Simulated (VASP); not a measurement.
A run of VASP 6.6.1 is set up as follows.

File INCAR:

```
SYSTEM = ZrO2
PREC = Accurate
ENCUT = 600
EDIFF = 1E-6
ISMEAR = 0
SIGMA = 0.01
LREAL = .FALSE.
LASPH = .TRUE.
NELM = 120
ALGO = Normal
ISIF = 2
LWAVE = .FALSE.
LCHARG = .FALSE.
GGA = PE
NBANDS = 19
GGA_COMPAT = .FALSE.
```

KPOINTS

```
Automatic mesh
0
G
  6 6 6
  0 0 0
```

Contents of POSCAR:

```
ZrO2
1.0
    0.0000000000      2.6465021292      2.6465021292
    2.6465021292      0.0000000000      2.6465021292
    2.6465021292      2.6465021292      0.0000000000
Zr O
1 2
Direct
    0.0000000000      0.0000000000      0.0000000000
    0.2500000000      0.2500000000      0.2500000000
    0.7500000000      0.7500000000      0.7500000000
```

Potentials or basis: VASP PAW PBE potentials, release 64 (Zr_sv, O).

Run with:

```bash
$ cat potpaw_PBE.64/Zr_sv/POTCAR potpaw_PBE.64/O/POTCAR > POTCAR
$ mpirun -np 1 vasp_std > vasp.out
```

Task: Estimate the band gap on the k mesh.

Result: 3.02 eV, indirect (least direct gap 3.38 eV).

Task: What does it give for the pressure?

Result: -19.4 GPa.

Caveat: the cell differs from its parent crystal (strain +4.0%). A k mesh can miss the band edges.
